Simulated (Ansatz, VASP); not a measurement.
## Re: VASP beside Ansatz

```
CELL_PARAMETERS angstrom
0.00000 2.82364 2.82364
2.82364 0.00000 2.82364
2.82364 2.82364 0.00000
ATOMIC_POSITIONS crystal
Re 0.12500 0.12500 0.12500
Re 0.87500 0.87500 0.87500
```

Alike in both runs: task single point; functional BLYP; k mesh 11 × 11 × 11; occupations fermi-dirac, width 0.1 eV; no spin polarisation.

|  | VASP | Ansatz |
| --- | --- | --- |
| version | VASP 6.6.1 | Ansatz 0.2.0 |
| potentials or method | VASP PAW PBE potentials, release 64 (Re), cutoff 520 eV | plane waves (420 eV) with PAW, scalar-relativistic |
| valence electrons in the cell | 14 | 30 |

```csv
,VASP,Ansatz,Ansatz less VASP
pressure (GPa),6.5,7.1,+0.56
```

VASP's potentials were made for PBE, not for BLYP. VASP's potentials hold 14 valence electrons a cell and Ansatz's 30, so a difference there can come from the potentials and not from the codes.

Spin-orbit coupling is off throughout.
